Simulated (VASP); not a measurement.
# Li (C2/c) in VASP: single point with PBE

Aim: the single point of Li with PBE.

Everything below comes from runs of VASP 6.6.1. Logs are shortened: lines on timing, memory, paths and dates and some standing lists are left out, and cuts for length are marked.

## Step 1: The cell of the first run

Symmetry: C2/c, No. 15, monoclinic system. Conventional cell: a = 3.053 Å, b = 5.272 Å, c = 5.028 Å, α = 90.00°, β = 90.28°, γ = 90.00°. Within 4.0 Å of Li (site symmetry 2) lie 12 Li at 3.05 to 3.07 Å.

This isn't the form of Li at room conditions, which is bcc.

## Step 2: Single point, PBE

POSCAR reads:

```
Li
1.0
    1.5263663478     -2.6362132722      0.0145251830
    1.5263663478      2.6362132722      0.0145251830
   -0.0228404612      0.0000000000      5.0275345696
Li
2
Direct
    0.3328150937      0.6671849063      0.2500000000
    0.6671849063      0.3328150937      0.7500000000
```

INCAR.step1 reads:

```
PREC = Accurate ; ENCUT = 520
EDIFF = 1E-6 ; ISMEAR = 0
SIGMA = 0.1 ; LREAL = F
LASPH = T ; NELM = 100
ALGO = Fast ; ISIF = 2
LWAVE = F ; LCHARG = T
GGA = PE ; NBANDS = 10
```

KPOINTS.step1 reads:

```
regular mesh
0
Gamma
  20 20 12
```

INCAR.step2 reads:

```
PREC = Accurate ; ENCUT = 520
EDIFF = 1E-6 ; ISMEAR = -5
SIGMA = 0.1 ; LREAL = F
LASPH = T ; NELM = 100
ALGO = Fast ; ISIF = 2
LWAVE = F ; LCHARG = F
GGA = PE ; LORBIT = 11
NBANDS = 10 ; NEDOS = 1001
ICHARG = 11
```

KPOINTS.step2 reads:

```
regular mesh
0
Gamma
  30 30 18
```

Potentials or basis: VASP PAW PBE potentials, release 64 (Li_sv).

Launch:

```sh
$ cat potpaw_PBE.64/Li_sv/POTCAR > POTCAR
$ cp INCAR.step1 INCAR
$ cp KPOINTS.step1 KPOINTS
$ mpirun -np 1 vasp_std > vasp.out
$ cp INCAR.step2 INCAR
$ cp KPOINTS.step2 KPOINTS
$ mpirun -np 1 vasp_std > vasp.out
```

OUTCAR:

```text
PREC = Accurate
   ENCUT = 520
   EDIFF = 1E-6
   ISMEAR = -5
   LREAL = F
   LASPH = T
   NELM = 100
   ISIF = 2
   GGA = PE
   LORBIT = 11
   ICHARG = 11

 ion  position               nearest neighbor table
   1  0.333  0.667  0.250-
   2  0.667  0.333  0.750-

  LATTYP: Found a base centered monoclinic cell.
 ALAT       =     3.0528709168
 B/A-ratio  =     1.7270388065
 C/A-ratio  =     1.6468388574
 COS(beta)  =    -0.0049728336

  Lattice vectors:

 A1 = (  -1.5263663478,   2.6362132722,  -0.0145251830)
 A2 = (  -1.5263663478,  -2.6362132722,  -0.0145251830)
 A3 = (  -0.0228404612,   0.0000000000,   5.0275345696)

Analysis of symmetry for initial positions (statically):
=====================================================================
 Subroutine PRICEL returns:
 Original cell was already a primitive cell.

 Routine SETGRP: Setting up the symmetry group for a
 base centered monoclinic supercell.

 Subroutine GETGRP returns: Found  4 space group operations
 (whereof  2 operations were pure point group operations)
 out of a pool of  4 trial point group operations.

The static configuration has the point symmetry S_2 .
 The point group associated with its full space group is C_2h.

Analysis of symmetry for dynamics (positions and initial velocities):
=====================================================================
 Subroutine PRICEL returns:
 Original cell was already a primitive cell.

 Routine SETGRP: Setting up the symmetry group for a
 base centered monoclinic supercell.

 Subroutine GETGRP returns: Found  4 space group operations
 (whereof  2 operations were pure point group operations)
 out of a pool of  4 trial point group operations.

The dynamic configuration has the point symmetry S_2 .
 The point group associated with its full space group is C_2h.

 Subroutine INISYM returns: Found  4 space group operations
 (whereof  2 operations are pure point group operations),
 and found     1 'primitive' translations

----------------------------------------------------------------------------------------

                                     Primitive cell

  volume of cell :      40.4616

  direct lattice vectors                    reciprocal lattice vectors
     1.526366348 -2.636213272  0.014525183     0.327561195 -0.189665990  0.001488135
     1.526366348  2.636213272  0.014525183     0.327561195  0.189665990  0.001488135
    -0.022840461  0.000000000  5.027534570    -0.001892731  0.000000000  0.198896050

  length of vectors
     3.046247794  3.046247794  5.027586452     0.378512534  0.378512534  0.198905056

  position of ions in fractional coordinates (direct lattice)
     0.332815094  0.667184906  0.250000000
     0.667184906  0.332815094  0.750000000

  ion indices of the primitive-cell ions
   primitive index   ion index
                 1           1
                 2           2

----------------------------------------------------------------------------------------

 KPOINTS: regular mesh

Automatic generation of k-mesh.
 Grid dimensions read from file:
 generate k-points for:   30   30   18

 Generating k-lattice:

  Cartesian coordinates                     Fractional coordinates (reciprocal lattice)
     0.010918706 -0.006322200  0.000049604     0.033333333 -0.000000000 -0.000000000
     0.010918706  0.006322200  0.000049604    -0.000000000  0.033333333 -0.000000000
    -0.000105152  0.000000000  0.011049781    -0.000000000 -0.000000000  0.055555556

  Length of vectors
     0.012617084  0.012617084  0.011050281

  Shift w.r.t. Gamma in fractional coordinates (k-lattice)
     0.000000000  0.000000000  0.000000000

 TETIRR: Found  48536 inequivalent tetrahedra from    97200

 Subroutine IBZKPT returns following result:
 ===========================================

 Found   4202 irreducible k-points:

 Following reciprocal coordinates:
            Coordinates               Weight
  0.000000  0.000000  0.000000      1.000000
  0.033333 -0.000000  0.000000      4.000000
  0.066667  0.000000  0.000000      4.000000
  0.100000 -0.000000  0.000000      4.000000
  0.133333  0.000000  0.000000      4.000000
  0.166667  0.000000  0.000000      4.000000
[... 16 lines left out ...]
  0.233333  0.033333  0.000000      4.000000
  0.266667  0.033333  0.000000      4.000000
 [... further k-points ...]
   k-points           NKPTS =   4202   k-points in BZ     NKDIM =   4202   number of bands    NBANDS=     10
   number of dos      NEDOS =   1001   number of ions     NIONS =      2
   total plane-waves  NPLWV =  23040
   dimension x,y,z NGX =    24 NGY =   24 NGZ =   40
   dimension x,y,z NGXF=    48 NGYF=   48 NGZF=   80
   ions per type =               2
   NGX,Y,Z   is equivalent  to a cutoff of  13.10, 13.10, 13.23 a.u.
   NGXF,Y,Z  is equivalent  to a cutoff of  26.20, 26.20, 26.45 a.u.
 SYSTEM =  unknown system
   PREC   = accura    normal or accurate (medium, high low for compatibility)
   ISTART =      0    job   : 0-new  1-cont  2-samecut
   ICHARG =     11    charge: 1-file 2-atom 10-const
   ISPIN  =      1    spin polarized calculation?
   LNONCOLLINEAR =      F non collinear calculations
   LSORBIT =      F    spin-orbit coupling
   LASPH  =      T    aspherical Exc in radial PAW
   ENCUT  =  520.0 eV  38.22 Ry    6.18 a.u.   5.66  5.66  9.35*2*pi/ulx,y,z
   NELM   =    100;   NELMIN=  2; NELMDL=  0     # of ELM steps
   EDIFF  = 0.1E-05   stopping-criterion for ELM
   LREAL  =      F    real-space projection
   EDIFFG = 0.1E-04   stopping-criterion for IOM
   NSW    =      0    number of steps for IOM
   IBRION =     -1    ionic relax: 0-MD 1-quasi-New 2-CG
   NFREE  =      0    steps in history (QN), initial steepest desc. (CG)
   ISIF   =      2    stress and relaxation
   ISYM   =      2    0-nonsym 1-usesym 2-fastsym
   POTIM  = 0.5000    time-step for ionic-motion
   TEBEG  =    0.0;   TEEND  =   0.0 temperature during run
   PSTRESS=    0.0 pullay stress
   NELECT =       6.0000    total number of electrons
   NUPDOWN=      -1.0000    fix difference up-down
   EMIN   =  10.00;   EMAX   =-10.00  energy-range for DOS
   EFERMI =   0.00;   METHOD = LEGACY
   ISMEAR =    -5;   SIGMA  =   0.10  broadening in eV -4-tet -1-fermi 0-gaus
   EFERMI_NEDOS =   21; number of points for ismear=-14 and -15
   IALGO  =     68    algorithm
   IMIX   =      4    mixing-type and parameters
     AMIX     =   0.40;   BMIX     =  1.00
     AMIX_MAG =   1.60;   BMIX_MAG =  1.00
  volume/ion in A,a.u.               =      20.23       136.52
  Fermi-wavevector in a.u.,A,eV,Ry     =   0.866518  1.637481 10.215978  0.750853
  Thomas-Fermi vector in A             =   1.984918
   LORBIT       =     11    0 simple, 1 ext, 2 COOP (PROOUT), +10 PAW based schemes
   GGA     = PE    functional components
   LHFCALC =     F    Hartree Fock is set to
   AEXX    =    0.0000 exact exchange contribution
   IVDW    =     0    specifies the selected vdW correction
   LEPSILON=     F    determine dielectric tensor
   LRPA    =     F    only Hartree local field effects (RPA)
 non-spin polarized calculation
 RMM-DIIS sequential band-by-band and
 Fermi weights with tetrahedron method with Bloechl corrections
  energy-cutoff  :      520.00
  volume of cell :       40.46
 maximum number of plane-waves:      1108

 number of electron       6.0000003 magnetization

 Free energy of the ion-electron system (eV)
  ---------------------------------------------------
  ext. energy  EPLUGINS =         0.00000000
  ---------------------------------------------------
  free energy    TOTEN  =        -3.81204454 eV

  energy without entropy =       -3.81204454  energy(sigma->0) =       -3.81204454

 E-fermi :   0.6253     XC(G=0):  -7.0492

 val. band max:        0.6506703941   @ k =  -0.4000   0.4000   0.5000
 cond. band min:       0.6090498175   @ k =   0.3333   0.1000   0.5000
 fundamental gap:     -0.0416205766
 Fermi energy:         0.6253381503

 k-point     1 :       0.0000    0.0000    0.0000
  band No.  band energies     occupation
      1     -45.8987      2.00000
      2     -45.8812      2.00000
      3      -2.9331      2.00000
      4       0.5599      2.00000
      5       3.4817      0.00000
      6      13.1893      0.00000
      7      13.2445      0.00000
      8      14.5852      0.00000
      9      14.6109      0.00000
     10      14.9486      0.00000

 k-point     2 :       0.0333   -0.0000    0.0000
  band No.  band energies     occupation
      1     -45.8985      2.00000
      2     -45.8812      2.00000
      3      -2.9153      2.00000
      4       0.5834      2.01350
      5       3.4887      0.00000
      6      12.9759      0.00000
      7      13.0637      0.00000
      8      14.5882      0.00000
      9      14.7261      0.00000
     10      14.9363      0.00000

 k-point     3 :       0.0667    0.0000    0.0000
  band No.  band energies     occupation
      1     -45.8979      2.00000
      2     -45.8809      2.00000
      3      -2.8620      2.00000
      4       0.6538      0.58597
      5       3.5095      0.00000
      6      12.4043      0.00000
      7      12.6818      0.00000
      8      14.5710      0.00000
      9      14.8895      0.00000
     10      14.9391      0.00000

 k-point     4 :       0.1000   -0.0000    0.0000
  band No.  band energies     occupation
      1     -45.8971      2.00000
      2     -45.8804      2.00000
      3      -2.7730      2.00000
      4       0.7712     -0.06182
      5       3.5433      0.00000
      6      11.6393      0.00000
      7      12.2406      0.00000
      8      14.5320      0.00000
      9      14.7808      0.00000
     10      15.0653      0.00000

 k-point     5 :       0.1333    0.0000    0.0000
  band No.  band energies     occupation
      1     -45.8959      2.00000
      2     -45.8798      2.00000
      3      -2.6485      2.00000
      4       0.9355      0.00000
      5       3.5874      0.00000
      6      10.7954      0.00000
      7      11.7943      0.00000
      8      14.4491      0.00000
      9      14.5535      0.00000
     10      15.0504      0.00000

 k-point     6 :       0.1667    0.0000    0.0000
  band No.  band energies     occupation
      1     -45.8945      2.00000
      2     -45.8792      2.00000
      3      -2.4884      2.00000
      4       1.1465      0.00000
      5       3.6386      0.00000
      6       9.9373      0.00000
      7      11.3658      0.00000
      8      14.0914      0.00000
      9      14.2425      0.00000
     10      14.8151      0.00000
[... 183 lines left out ...]
 k-point    21 :       0.1667    0.0333    0.0000
  band No.  band energies     occupation
      1     -45.8936      2.00000
      2     -45.8787      2.00000
      3      -2.3819      2.00000
      4       1.2866      0.00000
      5       3.6700      0.00000
      6       9.5055      0.00000
      7      10.9909      0.00000
      8      13.7767      0.00000
      9      13.9410      0.00000
     10      14.6643      0.00000

 k-point    22 :       0.2000    0.0333    0.0000
  band No.  band energies     occupation
      1     -45.8920      2.00000
      2     -45.8780      2.00000
      3      -2.1684      2.00000
      4       1.5673      0.00000
      5       3.7174      0.00000
      6       8.6966      0.00000
      7      10.6068      0.00000
      8      13.0325      0.00000
      9      13.2268      0.00000
     10      14.4582      0.00000

 k-point    23 :       0.2333    0.0333    0.0000
  band No.  band energies     occupation
      1     -45.8901      2.00000
      2     -45.8773      2.00000
      3      -1.9195      2.00000
      4       1.8942      0.00000
      5       3.7426      0.00000
      6       7.9599      0.00000
      7      10.2520      0.00000
      8      12.1790      0.00000
      9      12.4778      0.00000
     10      14.2416      0.00000

 k-point    24 :       0.2667    0.0333    0.0000
  band No.  band energies     occupation
      1     -45.8883      2.00000
      2     -45.8765      2.00000
      3      -1.6357      2.00000
      4       2.2669      0.00000
      5       3.7164      0.00000
      6       7.3337      0.00000
      7       9.9258      0.00000
      8      11.2818      0.00000
      9      11.7616      0.00000
     10      14.0266      0.00000

 [... further k-points ...]

------------------------ aborting loop because EDIFF is reached ----------------------------------------

  FORCE on cell =-STRESS in cart. coord.  units (eV):
  Direction    XX          YY          ZZ          XY          YZ          ZX
  --------------------------------------------------------------------------------------
  -------------------------------------------------------------------------------------
  Total        0.0025245      0.0093743     -0.0435406      0.0000000      0.0000000     -0.0015881
  in kB        0.0999640      0.3711999     -1.7240983      0.0000000      0.0000000     -0.0628856
  external PRESSURE =      -0.4176448 kB  Pullay stress =       0.0000000 kB

 VOLUME and BASIS-vectors are now :
 -----------------------------------------------------------------------------
  energy-cutoff  :      520.00
  volume of cell :       40.46
      direct lattice vectors                 reciprocal lattice vectors
     1.526366348 -2.636213272  0.014525183     0.327561195 -0.189665990  0.001488135
     1.526366348  2.636213272  0.014525183     0.327561195  0.189665990  0.001488135
    -0.022840461  0.000000000  5.027534570    -0.001892731  0.000000000  0.198896050

 POSITION                                       TOTAL-FORCE (eV/Angst)
 -----------------------------------------------------------------------------------
      1.52066      0.88147      1.27141        -0.000000      0.000108     -0.000000
      1.50924     -0.88147      3.78518         0.000000     -0.000108      0.000000
 -----------------------------------------------------------------------------------
    total drift:                               -0.000000     -0.000000     -0.000000

  FREE ENERGIE OF THE ION-ELECTRON SYSTEM (eV)
  ---------------------------------------------------
  free  energy   TOTEN  =        -3.8120445355 eV

  energy  without entropy=       -3.8120445355  energy(sigma->0) =       -3.81204454

 total charge

# of ion       s       p       d       tot
------------------------------------------
    1        2.033   0.041   0.000   2.074
    2        2.033   0.041   0.000   2.074
--------------------------------------------------
tot          4.066   0.082   0.000   4.148
```

Run time: 8 min. Hardware: 1 thread of Intel Xeon 6975P-C (Granite Rapids), shared host; peak memory 1.3 GiB.

Results:

```yaml
Valence_electrons_inside_the_program's_atomic_spheres: Li 2.07
```

Levels at points of the mesh, in eV from the Fermi level:
| k point | band 1 | band 2 | band 3 | band 4 | band 5 | band 6 | band 7 | band 8 |
| --- | --- | --- | --- | --- | --- | --- | --- | --- |
| (0.00, 0.00, 0.00) | -46.52 | -46.51 | -3.56 | -0.07 | 2.86 | 12.56 | 12.62 | 13.96 |
| (0.50, 0.00, 0.00) | -46.51 | -46.50 | -0.06 | 1.05 | 4.67 | 5.81 | 6.21 | 7.86 |
| (0.50, 0.50, 0.00) | -46.51 | -46.50 | -0.05 | 1.09 | 4.69 | 5.85 | 6.20 | 7.88 |
| (0.00, 0.00, 0.50) | -46.52 | -46.52 | -2.46 | -2.46 | 7.84 | 7.84 | 13.46 | 13.46 |
| (0.50, 0.00, 0.50) | -46.50 | -46.50 | 0.67 | 0.71 | 3.50 | 3.54 | 9.92 | 9.92 |
| (0.50, 0.50, 0.50) | -46.50 | -46.50 | 0.71 | 0.71 | 3.54 | 3.54 | 9.86 | 9.86 |

Caveat: the cutoff is under 1.25 times the usual one of these potentials, so pressure, stress and relaxed cells hold a basis-set (Pulay) error; tetrahedron occupations give inexact forces and stress in metals.
